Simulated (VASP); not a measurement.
# P in VASP: notebook, part 2 of 2

VASP 6.6.1.

### 3 Single point, PBE+D3(BJ)

This run uses another cell than the first one, of 128.93 Å³/atom, 1.040 times its volume.

The input, INCAR:

```
SYSTEM = P
PREC = Accurate ; ENCUT = 520
EDIFF = 1E-7 ; ISMEAR = 0
SIGMA = 0.02 ; LREAL = .FALSE.
LASPH = .TRUE. ; NELM = 60
ALGO = Normal ; ISIF = 2
LWAVE = .FALSE. ; LCHARG = .TRUE.
LDIPOL = .TRUE. ; IDIPOL = 3
DIPOL = 0.5 0.5 0.500 ; GGA = PE
IVDW = 12 ; LELF = .TRUE.
LVHAR = .TRUE. ; LVACPOTAV = .TRUE.
NBANDS = 12
```

The input, KPOINTS:

```
regular mesh
0
G
  9 9 1
  0 0 0
```

The input, POSCAR:

```
P
1.0
    3.2610000000      0.0000000000      0.0000000000
   -1.6305000000      2.8241088418      0.0000000000
    0.0000000000      0.0000000000     28.0000000000
P
2
Direct
    0.3333333333      0.6666666667      0.5095357143
    0.6666666667      0.3333333333      0.4904642857
```

Potentials or basis: VASP PAW PBE potentials, release 64 (P).

Command:

```console
cat potpaw_PBE.64/P/POTCAR > POTCAR
mpirun -np 1 vasp_std > vasp.out
```

Run time: 2.5 min. Hardware: 1 thread of Intel Xeon Platinum 8259CL at 2.50GHz (Skylake/Cascade Lake), shared host; peak memory 0.33 GiB.

Results (log left out):

```yaml
Free_energy: -8.4939 eV
Largest_force: 4.173 eV/Å
Band_gap_on_the_k_mesh: zero (band 5 reaches -1.84 eV, above the bottom of band 6 at -3.61 eV)
Dispersion_energy_per_atom: -0.220 eV
Work_function_of_the_upper_face: 3.90 eV
Work_function_of_the_lower_face: 3.90 eV
```

Forces on the atoms (eV/Å):
```
P    0.000  0.000  4.173
P    0.000  0.000 -4.173
```

Levels at points of the mesh, in eV from the Fermi level:
| k point | band 1 | band 2 | band 3 | band 4 | band 5 | band 6 | band 7 | band 8 | band 9 | band 10 |
| --- | --- | --- | --- | --- | --- | --- | --- | --- | --- | --- |
| (0.00, 0.00, 0.00) | -17.85 | -7.21 | -4.86 | -4.86 | 0.38 | 0.85 | 0.85 | 1.09 | 3.52 | 3.87 |

### 4 Single point, PBE+D3(BJ)

This run uses another cell than the first one, of 128.93 Å³/atom, 1.040 times its volume.

The input, INCAR:

```
SYSTEM = P
PREC = Accurate
ENCUT = 520
EDIFF = 1E-7
ISMEAR = 0
SIGMA = 0.02
LREAL = .False.
LASPH = .True.
NELM = 60
ALGO = Normal
ISIF = 2
LWAVE = .False.
LCHARG = .True.
LDIPOL = .True.
IDIPOL = 3
DIPOL = 0.5 0.5 0.500
GGA = PE
IVDW = 12
LELF = .True.
LVHAR = .True.
LVACPOTAV = .True.
NBANDS = 12
```

The input, KPOINTS:

```
Automatic mesh
0
Gamma
  9 9 1
  0 0 0
```

The input, POSCAR:

```
P
1.0
    3.2610000000      0.0000000000      0.0000000000
   -1.6305000000      2.8241088418      0.0000000000
    0.0000000000      0.0000000000     28.0000000000
P
2
Direct
    0.3333333333      0.6666666667      0.5190535714
    0.6666666667      0.3333333333      0.4809464286
```

Potentials or basis: VASP PAW PBE potentials, release 64 (P).

Command:

```console
cat potpaw_PBE.64/P/POTCAR > POTCAR
mpirun -np 1 vasp_std > vasp.out
```

OUTCAR:

```text
SYSTEM = P
   PREC = Accurate
   ENCUT = 520
   EDIFF = 1E-7
   ISMEAR = 0
   LREAL = .False.
   LASPH = .True.
   NELM = 60
   ISIF = 2
   GGA = PE
   IVDW = 12
 IVDW          = 12

 ion  position               nearest neighbor table
   1  0.333  0.667  0.519-   2 2.16   2 2.16   2 2.16
   2  0.667  0.333  0.481-   1 2.16   1 2.16   1 2.16

  LATTYP: Found a hexagonal cell.
 ALAT       =     3.2610000000
 C/A-ratio  =     8.5863232137

  Lattice vectors:

[... 359 lines left out ...]

 vacuum level on the upper side and lower side of the slab       (xc-potential included)        -0.095        -0.095

 Edisp (eV)   -0.43052

 E8    (eV) :    -0.1758

  FORCE on cell =-STRESS in cart. coord.  units (eV):
  Direction    XX          YY          ZZ          XY          YZ          ZX
  --------------------------------------------------------------------------------------
  -------------------------------------------------------------------------------------
  Total       1.29157     1.29157     3.08939     0.00000     0.00000     0.00000
  in kB       8.02489     8.02489    19.19525     0.00000     0.00000     0.00000
  external pressure =       11.75 kB  Pullay stress =        0.00 kB

 VOLUME and BASIS-vectors are now :
 -----------------------------------------------------------------------------
  energy-cutoff  :      520.00
  volume of cell :      257.86
      direct lattice vectors                 reciprocal lattice vectors
     3.261000000  0.000000000  0.000000000     0.306654400  0.177047001  0.000000000
    -1.630500000  2.824108842  0.000000000     0.000000000  0.354094001  0.000000000
     0.000000000  0.000000000 28.000000000     0.000000000  0.000000000  0.035714286

 POSITION                                       TOTAL-FORCE (eV/Angst)
 -----------------------------------------------------------------------------------
     -0.00000      1.88274     14.53350         0.000000      0.000000      2.904341
      1.63050      0.94137     13.46650        -0.000000      0.000000     -2.904341
 -----------------------------------------------------------------------------------
    total drift:                               -0.000000      0.000000     -0.000000

  FREE ENERGIE OF THE ION-ELECTRON SYSTEM (eV)
  ---------------------------------------------------
  free  energy   TOTEN  =       -10.9081396925 eV

  energy  without entropy=      -10.9081396925  energy(sigma->0) =      -10.90813969

 vacuum level on the upper side and lower side of the slab         1.718         1.718
```

OSZICAR:

```text
N       E                     dE             d eps       ncg     rms          rms(c)
DAV:   1     0.658625777320E+02    0.65863E+02   -0.29899E+03   288   0.543E+02
DAV:   2    -0.435786174345E+01   -0.70220E+02   -0.62550E+02   476   0.959E+01
DAV:   3    -0.105273640879E+02   -0.61695E+01   -0.61545E+01   424   0.378E+01
[... 12 lines left out ...]
DAV:  16    -0.104776145066E+02   -0.10517E-05   -0.43555E-08   412   0.583E-04    0.308E-04
DAV:  17    -0.104776152095E+02   -0.70292E-06   -0.53624E-09   328   0.242E-04    0.526E-05
DAV:  18    -0.104776157087E+02   -0.49921E-06   -0.28174E-09   308   0.130E-04    0.104E-04
DAV:  19    -0.104776161092E+02   -0.40047E-06   -0.40075E-09   324   0.106E-04    0.620E-05
DAV:  20    -0.104776161934E+02   -0.84210E-07   -0.29849E-10   288   0.520E-05
   1 F= -.10908140E+02 E0= -.10908140E+02  d E =-.542005E-13
```

Run time: 68 s. Hardware: 1 thread of Intel Xeon Platinum 8259CL at 2.50GHz (Skylake/Cascade Lake), shared host; peak memory 0.33 GiB.

What came out:

| Property | Result |
| --- | --- |
| Free energy | -10.9081 eV |
| Largest force | 2.904 eV/Å |
| Band gap on the k mesh | 0.97 eV, indirect (least direct gap 1.54 eV) |
| Dispersion energy per atom | -0.215 eV |
| Ionisation potential of the upper face | 5.98 eV |

Forces on the atoms (eV/Å):
```
P    0.000  0.000  2.904
P    0.000  0.000 -2.904
```

Levels at points of the mesh, in eV from the valence-band top:
```tsv
k point	band 2	band 3	band 4	band 5	band 6	band 7	band 8	band 9
(0.00, 0.00, 0.00)	-6.53	-1.55	-1.55	-0.27	2.86	3.04	3.04	5.17
```

### 5 Single point, PBE+D3(BJ)

This run uses another cell than the first one, of 133.96 Å³/atom, 1.080 times its volume.

The input, INCAR:

```
SYSTEM = P
PREC     = Accurate       ! precision mode
ENCUT    = 520            ! plane-wave cutoff, eV
EDIFF    = 1E-7           ! SCF threshold, eV
ISMEAR   = 0              ! smearing method
SIGMA    = 0.02           ! smearing width, eV
LREAL    = .False.        ! projectors in reciprocal space
LASPH    = .True.         ! aspherical terms in the spheres
NELM     = 80             ! most SCF steps
ALGO     = Normal         ! electronic algorithm
ISIF     = 2              ! what is computed and relaxed
LWAVE    = .False.        ! write WAVECAR
LCHARG   = .False.        ! write CHGCAR
LDIPOL   = .True.       
IDIPOL   = 3            
DIPOL    = 0.5 0.5 0.500
GGA      = PE             ! functional
IVDW     = 12             ! dispersion correction
NBANDS   = 12             ! bands
```

KPOINTS is that of step 4.

The input, POSCAR:

```
P
1.0
    3.3240000000      0.0000000000      0.0000000000
   -1.6620000000      2.8786684422      0.0000000000
    0.0000000000      0.0000000000     28.0000000000
P
2
Direct
    0.3333333333      0.6666666667      0.5333571429
    0.6666666667      0.3333333333      0.4666428571
```

Command:

```console
cat potpaw_PBE.64/P/POTCAR > POTCAR
mpirun -np 1 vasp_std > vasp.out
```

It took 75 s on 1 thread of Intel Xeon Platinum 8259CL at 2.50GHz (Skylake/Cascade Lake), shared host; peak memory 0.39 GiB.

The run converged. Its results:

```yaml
Free_energy: -8.9872 eV
Largest_force: 4.530 eV/Å
Band_gap_on_the_k_mesh: zero (band 5 reaches -1.82 eV, above the bottom of band 6 at -3.35 eV)
Dispersion_energy_per_atom: -0.194 eV
```

Forces on the atoms (eV/Å):
```
P    0.000  0.000 -4.530
P    0.000  0.000  4.530
```

Levels at points of the mesh, in eV from the Fermi level:
```csv
k point,band 1,band 2,band 3,band 4,band 5,band 6,band 7,band 8,band 9,band 10
"(0.00, 0.00, 0.00)",-12.86,-8.99,-2.94,1.04,1.04,1.95,2.90,2.90,4.06,4.34
```

### 6 Summary

| cell | gap on the mesh (eV) | largest force (eV/Å) |
| --- | --- | --- |
| a = 3.198, b = 3.198, c = 28.000 Å, angles 90.0, 90.0, 120.0°, 2 atoms | 1.12 | 1.37 |
| a = 3.261, b = 3.261, c = 28.000 Å, angles 90.0, 90.0, 120.0°, 2 atoms | 0.97 | 2.90 |
| a = 3.324, b = 3.324, c = 28.000 Å, angles 90.0, 90.0, 120.0°, 2 atoms | none | 4.53 |

Some of these runs hold the atoms at other places in the same cell, which the table doesn't show; runs alike in all that it shows share one row.

Alike in all rows: task single point; level PBE+D3(BJ); potentials or basis VASP PAW PBE potentials, release 64 (P); no spin polarisation; k mesh 9 × 9 × 1; cutoff (eV) 520; smearing gaussian 0.02 eV.

Absolute energies hang on the potentials; compare differences alone.
